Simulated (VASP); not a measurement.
# Si (I4/mmm) in VASP: a series of runs

The runs below take Si through single point, with PBEsol.

All numbers are computed with VASP 6.6.1; they aren't measurements. Logs are shortened: lines on timing, memory, paths and dates and some standing lists are left out, and cuts for length are marked.

### 1 The cell of the first run

It takes space group I4/mmm (No. 139, tetragonal). Conventional cell: a = 6.734 Å, b = 6.734 Å, c = 3.736 Å, α = 90.00°, β = 90.00°, γ = 90.00°. Si (site symmetry m2m) has 4 Si at 2.31 to 2.41 Å within 3.1 Å.

### 2 Single point, PBEsol (21.18 Å³/atom)

The input, INCAR:

```
  ALGO = Normal
  EDIFF = 1E-7
  ENCUT = 520
  GGA = PS
  ISIF = 2
  ISMEAR = 0
  LASPH = T
  LCHARG = T
  LELF = T
  LREAL = F
  LVHAR = T
  LWAVE = F
  NBANDS = 16
  NELM = 80
  PREC = Accurate
  SIGMA = 0.03
```

The input, KPOINTS:

```
k-points
0
Gamma
  12 12 12
```

The input, POSCAR:

```
Si
1.0
   -3.3669622680      3.3669622680      1.8679906663
    3.3669622680     -3.3669622680      1.8679906663
    3.3669622680      3.3669622680     -1.8679906663
Si
4
Direct
    0.1787304307      0.1787304307      0.3574608614
    0.8212695693      0.8212695693      0.6425391386
    0.1787304307      0.8212695693      0.0000000000
    0.8212695693      0.1787304307      0.0000000000
```

Potentials or basis: VASP PAW PBE potentials, release 64 (Si).

The run is started by

```bash
$ cat potpaw_PBE.64/Si/POTCAR > POTCAR
$ mpirun -np 1 vasp_std > vasp.out
```

OUTCAR:

```text
EDIFF = 1E-7
   ENCUT = 520
   GGA = PS
   ISIF = 2
   ISMEAR = 0
   LASPH = T
   LREAL = F
   NELM = 80
   PREC = Accurate

 ion  position               nearest neighbor table
   1  0.179  0.179  0.357-   2 2.31   2 2.31   3 2.41   4 2.41
   2  0.821  0.821  0.643-   1 2.31   1 2.31   4 2.41   3 2.41
   3  0.179  0.821  0.000-   4 2.31   4 2.31   2 2.41   1 2.41
   4  0.821  0.179  0.000-   3 2.31   3 2.31   2 2.41   1 2.41

  LATTYP: Found a body centered tetragonal cell.
 ALAT       =     6.7339245360
 C/A-ratio  =     0.5548000000

  Lattice vectors:

 A1 = (  -3.3669622680,   3.3669622680,   1.8679906663)
 A2 = (   3.3669622680,  -3.3669622680,   1.8679906663)
 A3 = (   3.3669622680,   3.3669622680,  -1.8679906663)

Analysis of symmetry for initial positions (statically):
=====================================================================
 Subroutine PRICEL returns:
 Original cell was already a primitive cell.

 Routine SETGRP: Setting up the symmetry group for a
 body centered tetragonal supercell.

 Subroutine GETGRP returns: Found 16 space group operations
 (whereof 16 operations were pure point group operations)
 out of a pool of 16 trial point group operations.

The static configuration has the point symmetry D_4h.

Analysis of symmetry for dynamics (positions and initial velocities):
=====================================================================
 Subroutine PRICEL returns:
 Original cell was already a primitive cell.

 Routine SETGRP: Setting up the symmetry group for a
 body centered tetragonal supercell.

 Subroutine GETGRP returns: Found 16 space group operations
 (whereof 16 operations were pure point group operations)
 out of a pool of 16 trial point group operations.

The dynamic configuration has the point symmetry D_4h.

 Subroutine INISYM returns: Found 16 space group operations
 (whereof 16 operations are pure point group operations),
 and found     1 'primitive' translations

----------------------------------------------------------------------------------------

                                     Primitive cell

  volume of cell :      84.7054

  direct lattice vectors                    reciprocal lattice vectors
    -3.366962268  3.366962268  1.867990666     0.000000000  0.148501813  0.267667290
     3.366962268 -3.366962268  1.867990666     0.148501813  0.000000000  0.267667290
     3.366962268  3.366962268 -1.867990666     0.148501813  0.148501813  0.000000000

  length of vectors
     5.114905567  5.114905567  5.114905567     0.306102216  0.306102216  0.210013278

  position of ions in fractional coordinates (direct lattice)
     0.178730431  0.178730431  0.357460861
     0.821269569  0.821269569  0.642539139
     0.178730431  0.821269569  0.000000000
     0.821269569  0.178730431  0.000000000

  ion indices of the primitive-cell ions
   primitive index   ion index
                 1           1
                 2           2
                 3           3
                 4           4

----------------------------------------------------------------------------------------

 KPOINTS: k-points

Automatic generation of k-mesh.
 Grid dimensions read from file:
 generate k-points for:   12   12   12

 Generating k-lattice:

  Cartesian coordinates                     Fractional coordinates (reciprocal lattice)
     0.000000000  0.012375151  0.022305608     0.083333333  0.000000000  0.000000000
     0.012375151  0.000000000  0.022305608     0.000000000  0.083333333  0.000000000
     0.012375151  0.012375151  0.000000000     0.000000000  0.000000000  0.083333333

  Length of vectors
     0.025508518  0.025508518  0.017501106

  Shift w.r.t. Gamma in fractional coordinates (k-lattice)
     0.000000000  0.000000000  0.000000000

 Subroutine IBZKPT returns following result:
 ===========================================

 Found    163 irreducible k-points:

 Following reciprocal coordinates:
            Coordinates               Weight
  0.000000  0.000000  0.000000      1.000000
  0.083333  0.000000  0.000000      8.000000
  0.166667  0.000000  0.000000      8.000000
  0.250000  0.000000  0.000000      8.000000
  0.333333  0.000000  0.000000      8.000000
  0.416667 -0.000000  0.000000      8.000000
[... 16 lines left out ...]
  0.500000  0.166667  0.000000     16.000000
 -0.416667  0.166667  0.000000     16.000000
 [... further k-points ...]
   k-points           NKPTS =    163   k-points in BZ     NKDIM =    163   number of bands    NBANDS=     16
   number of dos      NEDOS =    301   number of ions     NIONS =      4
   total plane-waves  NPLWV =  64000
   dimension x,y,z NGX =    40 NGY =   40 NGZ =   40
   dimension x,y,z NGXF=    80 NGYF=   80 NGZF=   80
   ions per type =               4
   NGX,Y,Z   is equivalent  to a cutoff of  13.00, 13.00, 13.00 a.u.
   NGXF,Y,Z  is equivalent  to a cutoff of  26.00, 26.00, 26.00 a.u.
 SYSTEM =  unknown system
   PREC   = accura    normal or accurate (medium, high low for compatibility)
   ISTART =      0    job   : 0-new  1-cont  2-samecut
   ICHARG =      2    charge: 1-file 2-atom 10-const
   ISPIN  =      1    spin polarized calculation?
   LNONCOLLINEAR =      F non collinear calculations
   LSORBIT =      F    spin-orbit coupling
   LASPH  =      T    aspherical Exc in radial PAW
   ENCUT  =  520.0 eV  38.22 Ry    6.18 a.u.   9.51  9.51  9.51*2*pi/ulx,y,z
   NELM   =     80;   NELMIN=  2; NELMDL= -5     # of ELM steps
   EDIFF  = 0.1E-06   stopping-criterion for ELM
   LREAL  =      F    real-space projection
   EDIFFG = 0.1E-05   stopping-criterion for IOM
   NSW    =      0    number of steps for IOM
   IBRION =     -1    ionic relax: 0-MD 1-quasi-New 2-CG
   NFREE  =      0    steps in history (QN), initial steepest desc. (CG)
   ISIF   =      2    stress and relaxation
   ISYM   =      2    0-nonsym 1-usesym 2-fastsym
   POTIM  = 0.5000    time-step for ionic-motion
   TEBEG  =    0.0;   TEEND  =   0.0 temperature during run
   PSTRESS=    0.0 pullay stress
   NELECT =      16.0000    total number of electrons
   NUPDOWN=      -1.0000    fix difference up-down
   EMIN   =  10.00;   EMAX   =-10.00  energy-range for DOS
   EFERMI =   0.00;   METHOD = LEGACY
   ISMEAR =     0;   SIGMA  =   0.03  broadening in eV -4-tet -1-fermi 0-gaus
   EFERMI_NEDOS =   21; number of points for ismear=-14 and -15
   IALGO  =     38    algorithm
   IMIX   =      4    mixing-type and parameters
     AMIX     =   0.40;   BMIX     =  1.00
     AMIX_MAG =   1.60;   BMIX_MAG =  1.00
  volume/ion in A,a.u.               =      21.18       142.91
  Fermi-wavevector in a.u.,A,eV,Ry     =   0.939315  1.775047 12.004584  0.882312
  Thomas-Fermi vector in A             =   2.066614
   LORBIT       =      0    0 simple, 1 ext, 2 COOP (PROOUT), +10 PAW based schemes
   GGA     = PS    functional components
   LHFCALC =     F    Hartree Fock is set to
   AEXX    =    0.0000 exact exchange contribution
   IVDW    =     0    specifies the selected vdW correction
   LEPSILON=     F    determine dielectric tensor
   LRPA    =     F    only Hartree local field effects (RPA)
 non-spin polarized calculation
 Gauss-broadening in eV      SIGMA  =   0.03
  energy-cutoff  :      520.00
  volume of cell :       84.71
 maximum number of plane-waves:      2303
 NGX is ok and might be reduce to    40
   NGX = 19   NGY = 19   NGZ = 19

 number of electron      16.0000000 magnetization

 Free energy of the ion-electron system (eV)
  ---------------------------------------------------
  ext. energy  EPLUGINS =         0.00000000
  ---------------------------------------------------
  free energy    TOTEN  =       -22.49554254 eV

  energy without entropy =      -22.49554153  energy(sigma->0) =      -22.49554203

 E-fermi :   5.4176     XC(G=0):  -9.2476

 val. band max:        5.3602898055   @ k =   0.5000   0.5000   0.5000
 cond. band min:       5.4749925381   @ k =   0.2500   0.2500   0.2500
 fundamental gap:      0.1147027325
 Fermi energy:         5.4176437778

 k-point     1 :       0.0000    0.0000    0.0000
  band No.  band energies     occupation
      1      -6.6544      2.00000
      2      -2.6847      2.00000
      3      -0.1799      2.00000
      4      -0.1799      2.00000
      5       1.6308      2.00000
      6       4.1542      2.00000
[... 8 lines left out ...]
     15      11.2224      0.00000
     16      12.2279      0.00000

 k-point     2 :       0.0833    0.0000    0.0000
  band No.  band energies     occupation
      1      -6.5730      2.00000
      2      -2.6876      2.00000
      3      -0.2629      2.00000
      4      -0.0613      2.00000
      5       1.7074      2.00000
      6       3.6482      2.00000
[... 8 lines left out ...]
     15      10.7189      0.00000
     16      12.6989      0.00000

 k-point     3 :       0.1667    0.0000    0.0000
  band No.  band energies     occupation
      1      -6.3311      2.00000
      2      -2.6718      2.00000
      3      -0.5032      2.00000
      4       0.2071      2.00000
      5       1.8630      2.00000
      6       2.6677      2.00000
[... 8 lines left out ...]
     15      10.3030      0.00000
     16      12.8954      0.00000

 k-point     4 :       0.2500    0.0000    0.0000
  band No.  band energies     occupation
      1      -5.9376      2.00000
      2      -2.5925      2.00000
      3      -0.9366      2.00000
      4       0.3038      2.00000
      5       1.7645      2.00000
      6       2.0011      2.00000
[... 8 lines left out ...]
     15      11.3641      0.00000
     16      11.7183      0.00000
[... 324 lines left out ...]
 k-point    22 :       0.4167    0.1667    0.0000
  band No.  band energies     occupation
      1      -4.5337      2.00000
      2      -2.8965      2.00000
      3      -2.3775      2.00000
      4      -0.4120      2.00000
      5       0.8915      2.00000
      6       2.6351      2.00000
[... 8 lines left out ...]
     15      11.9127      0.00000
     16      13.3080      0.00000

 k-point    23 :       0.5000    0.1667    0.0000
  band No.  band energies     occupation
      1      -5.0408      2.00000
      2      -3.1709      2.00000
      3      -1.8525      2.00000
      4       0.1694      2.00000
      5       1.0324      2.00000
      6       2.5630      2.00000
[... 8 lines left out ...]
     15      11.7430      0.00000
     16      12.6895      0.00000

 k-point    24 :      -0.4167    0.1667    0.0000
  band No.  band energies     occupation
      1      -5.5925      2.00000
      2      -3.3667      2.00000
      3      -1.2358      2.00000
      4       0.6660      2.00000
      5       1.5139      2.00000
      6       2.5439      2.00000
[... 8 lines left out ...]
     15      11.1421      0.00000
     16      11.8714      0.00000

 [... further k-points ...]
[... 5 lines left out ...]
  --------------------------------------------------------------------------------------
  -------------------------------------------------------------------------------------
  Total       -1.0737401     -1.0737401      2.7523445      0.0000000      0.0000000      0.0000000
  in kB      -20.3094683    -20.3094683     52.0597624      0.0000000      0.0000000      0.0000000
  external PRESSURE =       3.8136086 kB  Pullay stress =       0.0000000 kB

 VOLUME and BASIS-vectors are now :
 -----------------------------------------------------------------------------
  energy-cutoff  :      520.00
  volume of cell :       84.71
      direct lattice vectors                 reciprocal lattice vectors
    -3.366962268  3.366962268  1.867990666     0.000000000  0.148501813  0.267667290
     3.366962268 -3.366962268  1.867990666     0.148501813  0.000000000  0.267667290
     3.366962268  3.366962268 -1.867990666     0.148501813  0.148501813  0.000000000

 POSITION                                       TOTAL-FORCE (eV/Angst)
 -----------------------------------------------------------------------------------
      1.20356      1.20356      0.00000        -0.313385     -0.313385     -0.000000
      2.16341      2.16341      1.86799         0.313385      0.313385      0.000000
      2.16341     -2.16341      1.86799         0.313385     -0.313385      0.000000
     -2.16341      2.16341      1.86799        -0.313385      0.313385      0.000000
 -----------------------------------------------------------------------------------
    total drift:                               -0.000000     -0.000000      0.000000

  FREE ENERGIE OF THE ION-ELECTRON SYSTEM (eV)
  ---------------------------------------------------
  free  energy   TOTEN  =       -22.4955425404 eV

  energy  without entropy=      -22.4955415262  energy(sigma->0) =      -22.49554203
```

It took 2.2 min on 1 thread of Intel Xeon 6975P-C (Granite Rapids), shared host; peak memory 0.32 GiB.

What came out:

| Property | Result |
| --- | --- |
| Free energy | -22.4955 eV |
| Pressure | 0.4 GPa |
| Largest force | 0.443 eV/Å |
| Band gap on the k mesh | 0.11 eV (least direct gap 0.79 eV) |

Forces on the atoms (eV/Å):
```
Si  -0.313 -0.313  0.000
Si   0.313  0.313  0.000
Si   0.313 -0.313  0.000
Si  -0.313  0.313  0.000
```

Stress tensor (GPa, compression positive):
```
-2.03  0.00  0.00
 0.00 -2.03  0.00
 0.00  0.00  5.21
```

Caveat: the stress differs along the axes, from -2 to 5 GPa; semilocal functionals underestimate gaps, and a narrow one can read as zero; the PAW data sets were made with another functional, which shifts forces and pressure a little.

(Part 1 of 3 ends here.)
